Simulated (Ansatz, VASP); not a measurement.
**One calculation of H, two programs**

```xyz
2
Lattice="9.0000 0.0000 0.0000 0.0000 9.5000 0.0000 0.0000 0.0000 10.0000" Properties=species:S:1:pos:R:3 pbc="T T T"
H     4.5000    4.7500    4.6211
H     4.5000    4.7500    5.3789
```

Alike in both runs: functional PBEsol; k mesh 1 × 1 × 1; occupations gaussian, width 0.02 eV; no spin polarisation.

Ansatz relaxed the structure, and its values are those at the end. VASP's run is a single point on that final structure, the one shown.

|  | VASP | Ansatz |
| --- | --- | --- |
| version | VASP 6.6.1 | Ansatz 0.2.0 |
| potentials or method | VASP PAW PBE potentials, release 64 (H), cutoff 520 eV | plane waves, PAW |
| valence electrons in the cell | 2 | 2 |

Ansatz gave:

- rms of the force components (eV/Å): 0.008

Estimate VASP's values.

rms of the force components (eV/Å): 0.011.

VASP's potentials were made for PBE, not for PBEsol. Ansatz's warnings: stress scf threshold loose.
